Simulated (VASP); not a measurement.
## FeNi: relaxation of cell and atoms with PBEsol+D3(BJ)

The system is FeNi.

```
CELL_PARAMETERS angstrom
2.53300 0.00000 0.00000
0.00000 2.53300 0.00000
0.00000 0.00000 3.58200
ATOMIC_POSITIONS crystal
Fe 0.00000 0.00000 0.00000
Ni 0.50000 0.50000 0.50000
```

```
Program                : VASP 6.6.1
Task                   : relaxation of cell and atoms
Functional             : PBEsol
Dispersion             : D3(BJ)
Potentials or basis    : VASP PAW PBE potentials, release 64 (Fe, Ni)
Cutoff                 : 600 eV
k mesh                 : 13 × 13 × 9
Occupations            : fermi-dirac, width 0.1 eV
Spin                   : collinear spin, ferrimagnetic start
Starting moments       : [3.5, -1.5] μB
Dipole correction      : no
Further INCAR settings : ALGO = Normal; EDIFF = 1e-07; IBRION = 2; EDIFFG = -0.01; NSW = 50; ISIF = 3
```

```
Relaxed volume                                        : 10.46 Å³/atom
Relaxed cell                                          : a = 2.443 Å, b = 2.443 Å, c = 3.505 Å, α = 90.00°, β = 90.00°, γ = 90.00°
Space group after relaxing (to 0.1 Å)                 : P4/mmm (No. 123)
Energy gained by relaxing                             : 58.5 meV/atom
Ionic steps                                           : 6
Pressure after relaxing                               : 0.1 GPa
Net moment                                            : 3.08 μB per cell
Site moments                                          : Fe +2.45; Ni +0.60 μB
Valence electrons inside the program's atomic spheres : Fe 7.34; Ni 9.50
Dispersion energy per atom                            : -0.396 eV
```

Step by step:
```csv
step,energy change (eV),largest force (eV/Å),pressure (GPa),volume (Å³)
1,0.0000,0.0000,-16.72,22.98
2,0.0018,0.0000,23.66,19.22
3,-0.1158,0.0000,-0.29,20.98
4,-0.1159,0.0000,0.12,20.94
5,-0.1167,0.0000,0.11,20.93
6,-0.1170,0.0000,0.11,20.93
```

Final structure:
```
CELL_PARAMETERS angstrom
2.44337 0.00000 0.00000
0.00000 2.44337 0.00000
0.00000 0.00000 3.50525
ATOMIC_POSITIONS crystal
Fe 0.00000 0.00000 0.00000
Ni 0.50000 0.50000 0.50000
```

Levels at points of the mesh, in eV from the Fermi level:
Spin up:
| k point | band 7 | band 8 | band 9 | band 10 | band 11 | band 12 | band 13 | band 14 |
| --- | --- | --- | --- | --- | --- | --- | --- | --- |
| (0.00, 0.00, 0.00) | -1.57 | -1.35 | -0.53 | -0.28 | -0.28 | 2.26 | 9.77 | 15.46 |
Spin down:
```
           k point  band 6  band 7  band 8  band 9  band 10  band 11
(0.00, 0.00, 0.00)   -1.18   -0.46    0.23    1.76     1.76     2.11
```

Wall time 9.6 min on 1 thread of Intel(R) Xeon(R) Platinum 8175M CPU @ 2.50GHz (Skylake/Cascade Lake), with other jobs on the host, peak memory 0.25 GiB.

Caveat: the PAW data sets were made with another functional, which shifts forces and pressure a little.
